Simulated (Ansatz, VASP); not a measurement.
**H2Pb in VASP and in Ansatz**

File INCAR:

```
ALGO     = Normal         # electronic algorithm
EDIFF    = 1E-6           # SCF threshold, eV
ENCUT    = 520            # plane-wave cutoff, eV
GGA      = PE             # functional
ISIF     = 2              # what is computed and relaxed
ISMEAR   = 0              # smearing method
LASPH    = True           # aspherical terms in the spheres
LCHARG   = False          # write CHGCAR
LREAL    = False          # projectors in reciprocal space
LWAVE    = False          # write WAVECAR
NBANDS   = 15             # bands
NELM     = 60             # most SCF steps
PREC     = Accurate       # precision mode
SIGMA    = 0.01           # smearing width, eV
```

The input KPOINTS:

```
k-points
0
Gamma
  1 1 1
```

File POSCAR:

```
H2Pb
1.0
   11.6500000000      0.0000000000      0.0000000000
    0.0000000000      9.0000000000      0.0000000000
    0.0000000000      0.0000000000     10.3300000000
Pb H
1 2
Direct
    0.4998163100      0.5000000000      0.4356243900
    0.6133665200      0.5000000000      0.5645740600
    0.3862660900      0.5000000000      0.5645740600
```

Input for Ansatz:

```yaml
crystal:
  lattice:
    - [11.65, 0.0, 0.0]
    - [0.0, 9.0, 0.0]
    - [0.0, 0.0, 10.33]
  atoms:
    - { symbol: Pb, position: [0.49981631, 0.5, 0.43562439] }
    - { symbol: H, position: [0.61336652, 0.5, 0.56457406] }
    - { symbol: H, position: [0.38626609, 0.5, 0.56457406] }
basis:
  ecutwfc: 420
  ecutrho_ratio: 4
kpoints:
  mp_grid: { grid: [1, 1, 1] }
hamiltonian:
  xc: pbe
scf:
  occupations: { method: gaussian, width: 0.01 }
output:
  forces: true
  eigenvalues: true
  populations: true
```

Alike in both runs: task single point; functional PBE; k mesh 1 × 1 × 1; occupations gaussian, width 0.01 eV; no spin polarisation.

|  | VASP | Ansatz |
| --- | --- | --- |
| version | VASP 6.6.1 | Ansatz 0.2.0 |
| potentials or method | VASP PAW PBE potentials, release 64 (Pb_d, H), cutoff 520 eV | scalar-relativistic, plane waves, PAW |
| valence electrons in the cell | 16 | 16 |

Ansatz gave:

```
gap on the k mesh at the Fermi level (eV) : 2.17
rms of the force components (eV/Å)        : 0.062
```

Problem. Estimate VASP's values.

Solution. gap on the k mesh at the Fermi level (eV): 2.16; rms of the force components (eV/Å): 0.059.

Atom by atom the forces differ by 0.003 eV/Å (rms over components).

Neither program's run includes spin-orbit coupling.
